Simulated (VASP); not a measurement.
# NbH2 (Fm-3m) in VASP: a series of runs

The runs below take NbH2 through vibrations by perturbation theory, with LDA.

Program: VASP 6.6.1. These are calculated values, not measurements. Logs are shortened: lines on timing, memory, paths and dates and some standing lists are left out, and cuts for length are marked.

### Step 1. The cell of the first run

Symmetry: Fm-3m, No. 225, cubic system. The conventional cell has a = 4.429 Å, b = 4.429 Å, c = 4.429 Å, α = 90.00°, β = 90.00°, γ = 90.00°. Within 2.5 Å of Nb (site symmetry m-3m) lie 8 H at 1.92 Å. H (site symmetry -43m) has 4 Nb at 1.92 Å and 6 H at 2.21 Å within 2.5 Å.

### Step 2. Vibrations by perturbation theory, LDA

File INCAR:

```
SYSTEM = NbH2
ALGO = Normal ; EDIFF = 1E-8
ENCUT = 520 ; IBRION = 8
ISIF = 2 ; ISMEAR = -1
LASPH = .True. ; LCHARG = .False.
LREAL = .False. ; LWAVE = .False.
NELM = 100 ; NSW = 1
PREC = Accurate ; SIGMA = 0.15
```

File KPOINTS:

```
k-points
0
Gamma
  16 16 16
  0 0 0
```

File POSCAR:

```
NbH2
1.0
    0.0000000000      2.2147296850      2.2147296850
    2.2147296850      0.0000000000      2.2147296850
    2.2147296850      2.2147296850      0.0000000000
Nb H
1 2
Direct
    0.0000000000      0.0000000000      0.0000000000
    0.2500000000      0.2500000000      0.2500000000
    0.7500000000      0.7500000000      0.7500000000
```

Potentials or basis: VASP PAW LDA potentials, release 64 (Nb_sv, H).

Started as:

```sh
$ cat potpaw_LDA.64/Nb_sv/POTCAR potpaw_LDA.64/H/POTCAR > POTCAR
$ mpirun -np 1 vasp_std > vasp.out
```

OUTCAR:

```text
SYSTEM = NbH2
   EDIFF = 1E-8
   ENCUT = 520
   IBRION = 8
   ISIF = 2
   ISMEAR = -1
   LASPH = .True.
   LREAL = .False.
   NELM = 100
   NSW = 1
   PREC = Accurate

 ion  position               nearest neighbor table
   1  0.000  0.000  0.000-   3 1.92   3 1.92   3 1.92   2 1.92   3 1.92   2 1.92   2 1.92   2 1.92

   2  0.250  0.250  0.250-   1 1.92   1 1.92   1 1.92   1 1.92
   3  0.750  0.750  0.750-   1 1.92   1 1.92   1 1.92   1 1.92

  LATTYP: Found a face centered cubic cell.
 ALAT       =     4.4294593700

  Lattice vectors:

 A1 = (   0.0000000000,   2.2147296850,   2.2147296850)
 A2 = (   2.2147296850,   0.0000000000,   2.2147296850)
 A3 = (   2.2147296850,   2.2147296850,   0.0000000000)

Analysis of symmetry for initial positions (statically):
=====================================================================
 Subroutine PRICEL returns:
 Original cell was already a primitive cell.

 Routine SETGRP: Setting up the symmetry group for a
 face centered cubic supercell.

 Subroutine GETGRP returns: Found 48 space group operations
 (whereof 48 operations were pure point group operations)
 out of a pool of 48 trial point group operations.

The static configuration has the point symmetry O_h .

Analysis of symmetry for dynamics (positions and initial velocities):
=====================================================================
 Subroutine PRICEL returns:
 Original cell was already a primitive cell.

 Routine SETGRP: Setting up the symmetry group for a
 face centered cubic supercell.

 Subroutine GETGRP returns: Found 48 space group operations
 (whereof 48 operations were pure point group operations)
 out of a pool of 48 trial point group operations.

The dynamic configuration has the point symmetry O_h .

 Subroutine INISYM returns: Found 48 space group operations
 (whereof 48 operations are pure point group operations),
 and found     1 'primitive' translations

----------------------------------------------------------------------------------------

                                     Primitive cell

  volume of cell :      21.7266

  direct lattice vectors                    reciprocal lattice vectors
     0.000000000  2.214729685  2.214729685    -0.225761186  0.225761186  0.225761186
     2.214729685  0.000000000  2.214729685     0.225761186 -0.225761186  0.225761186
     2.214729685  2.214729685  0.000000000     0.225761186  0.225761186 -0.225761186

  length of vectors
     3.132100758  3.132100758  3.132100758     0.391029844  0.391029844  0.391029844

  position of ions in fractional coordinates (direct lattice)
     0.000000000  0.000000000  0.000000000
     0.250000000  0.250000000  0.250000000
     0.750000000  0.750000000  0.750000000

  ion indices of the primitive-cell ions
   primitive index   ion index
                 1           1
                 2           2
                 3           3

----------------------------------------------------------------------------------------

 KPOINTS: k-points

Automatic generation of k-mesh.
 Grid dimensions read from file:
 generate k-points for:   16   16   16

 Generating k-lattice:

  Cartesian coordinates                     Fractional coordinates (reciprocal lattice)
    -0.014110074  0.014110074  0.014110074     0.062500000  0.000000000  0.000000000
     0.014110074 -0.014110074  0.014110074     0.000000000  0.062500000  0.000000000
     0.014110074  0.014110074 -0.014110074     0.000000000  0.000000000  0.062500000

  Length of vectors
     0.024439365  0.024439365  0.024439365

  Shift w.r.t. Gamma in fractional coordinates (k-lattice)
     0.000000000  0.000000000  0.000000000
[... 94 lines left out ...]
  ext. energy  EPLUGINS =         0.00000000
  ---------------------------------------------------
  free energy    TOTEN  =       -19.28821610 eV

  energy without entropy =      -19.21849679  energy(sigma->0) =      -19.25335644

 E-fermi :  10.8992     XC(G=0): -12.6796

 val. band max:       10.8500077699   @ k =   0.5000   0.2500   0.1250
 cond. band min:      10.9123045971   @ k =  -0.2500   0.2500   0.0625
 fundamental gap:      0.0622968272
 Fermi energy:        10.8992431682

 k-point     1 :       0.0000    0.0000    0.0000
  band No.  band energies     occupation
      1     -44.0662      2.00000
      2     -19.9163      2.00000
      3     -19.9163      2.00000
      4     -19.9163      2.00000
      5      -0.1710      2.00000
      6       9.4033      1.99991
      7       9.4033      1.99991
      8       9.4033      1.99991
      9       9.7851      1.99881
     10      12.3481      0.00013
     11      12.3481      0.00013
[... 309 lines left out ...]
 k-point    24 :      -0.0625    0.0625    0.0000
  band No.  band energies     occupation
      1     -44.0535      2.00000
      2     -20.0094      2.00000
      3     -19.9410      2.00000
      4     -19.9225      2.00000
      5       0.1450      2.00000
      6       7.5048      2.00000
      7       9.5549      1.99974
      8       9.5843      1.99969
      9      12.0621      0.00086
     10      12.0797      0.00076
     11      12.3395      0.00014

 [... further k-points ...]
[... 5 lines left out ...]
  --------------------------------------------------------------------------------------
  -------------------------------------------------------------------------------------
  Total        1.3280757      1.3280757      1.3280757     -0.0000000     -0.0000000      0.0000000
  in kB       97.9357470     97.9357470     97.9357470     -0.0000000     -0.0000000      0.0000000
  external PRESSURE =      97.9357470 kB  Pullay stress =       0.0000000 kB

 VOLUME and BASIS-vectors are now :
 -----------------------------------------------------------------------------
  energy-cutoff  :      520.00
  volume of cell :       21.73
      direct lattice vectors                 reciprocal lattice vectors
     0.000000000  2.214729685  2.214729685    -0.225761186  0.225761186  0.225761186
     2.214729685  0.000000000  2.214729685     0.225761186 -0.225761186  0.225761186
     2.214729685  2.214729685  0.000000000     0.225761186  0.225761186 -0.225761186

 POSITION                                       TOTAL-FORCE (eV/Angst)
 -----------------------------------------------------------------------------------
      0.00000      0.00000      0.00000         0.000000     -0.000000      0.000000
      1.10736      1.10736      1.10736        -0.000000     -0.000000     -0.000000
      3.32209      3.32209      3.32209         0.000000      0.000000      0.000000
 -----------------------------------------------------------------------------------
    total drift:                               -0.000000      0.000000      0.000000

  FREE ENERGIE OF THE ION-ELECTRON SYSTEM (eV)
  ---------------------------------------------------
  free  energy   TOTEN  =       -19.2882160988 eV

  energy  without entropy=      -19.2184967911  energy(sigma->0) =      -19.25335644

[... ionic steps 2 to 3 ...]

--------------------------------------- Ionic step        4  -------------------------------------------

------------------------ aborting loop because EDIFF is reached ----------------------------------------

[... ionic steps 5 to 6 ...]

--------------------------------------- Ionic step        7  -------------------------------------------

 Free energy of the ion-electron system (eV)
  ---------------------------------------------------
  ---------------------------------------------------
  free energy    TOTEN  =        -0.01715936 eV

  energy without entropy =       -0.01715936

------------------------ aborting loop because EDIFF is reached ----------------------------------------

 INTERNAL STRAIN TENSOR  FOR ION    2  DIRECTION 1   (eV/Angst):
 -----------------------------------------------------------------------------
    -0.00160  0.00000  0.00000
     0.00000  0.00061 -6.34790
     0.00000 -6.34790  0.00061

 INTERNAL STRAIN TENSOR FOR ION    3 for displacements in x,y,z  (eV/Angst):
          X           Y           Z          XY          YZ          ZX
  --------------------------------------------------------------------------------
  x     0.00000    -0.00000    -0.00000     0.00000     6.34790     0.00000
  y     0.00000     0.00000     0.00000     0.00000     0.00000     6.34790
  z     0.00000     0.00000     0.00000     6.34790     0.00000     0.00000

 SECOND DERIVATIVES (NOT SYMMETRIZED)
 ------------------------------------
               1X          1Y          1Z          2X          2Y          2Z          3X          3Y          3Z
  1X   -10.737965    0.000000    0.000000    5.368982    0.000000    0.000000    5.368982    0.000000    0.000000
  1Y     0.000000  -10.737965    0.000000    0.000000    5.368982    0.000000    0.000000    5.368982    0.000000
  1Z     0.000000    0.000000  -10.737965    0.000000    0.000000    5.368982    0.000000    0.000000    5.368982
  2X     5.331855    0.000000    0.000000   -6.216103    0.000000    0.000000    0.884248    0.000000    0.000000
  2Y     0.000000    5.331855    0.000000    0.000000   -6.216103    0.000000    0.000000    0.884248   -0.000000
  2Z     0.000000    0.000000    5.331855    0.000000    0.000000   -6.216103    0.000000   -0.000000    0.884248
  3X     5.331855    0.000000    0.000000    0.884248    0.000000    0.000000   -6.216103    0.000000    0.000000
  3Y     0.000000    5.331855    0.000000    0.000000    0.884248   -0.000000    0.000000   -6.216103    0.000000
  3Z     0.000000    0.000000    5.331855    0.000000   -0.000000    0.884248    0.000000    0.000000   -6.216103

 Eigenvectors and eigenvalues of the dynamical matrix
 ----------------------------------------------------

   1 f  =   41.657252 THz   261.740235 2PiTHz 1389.536365 cm-1   172.280475 meV
             X         Y         Z           dx          dy          dz
      0.000000  0.000000  0.000000     0.000000   -0.000000    0.000000
      1.107365  1.107365  1.107365     0.178018   -0.684331   -0.000000
      3.322095  3.322095  3.322095    -0.178018    0.684331    0.000000
[... 43 lines left out ...]
   9 f/i=    0.018243 THz     0.114626 2PiTHz    0.608528 cm-1     0.075448 meV
             X         Y         Z           dx          dy          dz
      0.000000  0.000000  0.000000    -0.016482   -0.026857    0.988833
      1.107365  1.107365  1.107365    -0.001716   -0.002796    0.102944
      3.322095  3.322095  3.322095    -0.001716   -0.002796    0.102944

--------------------------------------------------------------------------------------------------------

 ELASTIC MODULI CONTR FROM IONIC RELAXATION (kBar)
 Direction    XX          YY          ZZ          XY          YZ          ZX
 --------------------------------------------------------------------------------
 XX          -0.0000     -0.0000     -0.0000     -0.0000     -0.0000     -0.0000
 YY          -0.0000     -0.0000     -0.0000     -0.0000      0.0000      0.0000
 ZZ          -0.0000     -0.0000     -0.0000      0.0000      0.0000     -0.0000
 XY          -0.0000     -0.0000      0.0000   -837.0065      0.0000      0.0000
 YZ          -0.0000      0.0000      0.0000      0.0000   -837.0065     -0.0000
 ZX          -0.0000      0.0000     -0.0000      0.0000     -0.0000   -837.0065
 --------------------------------------------------------------------------------
```

Wall time 7 min (1 thread of Intel Xeon 8259CL, shared host); peak memory 0.43 GiB.

Results:

```
Highest phonon frequency at Γ : 1390 cm⁻¹
```

Phonon frequencies in cm⁻¹ (negative: imaginary):
```csv
q point,frequencies
"(0.000, 0.000, 0.000)",-1 -1 -1 1217 1217 1217 1390 1390 1390
```

Caveat: the cell stands under pressure or tension, which shifts response properties.

[end of part 1 of 3]
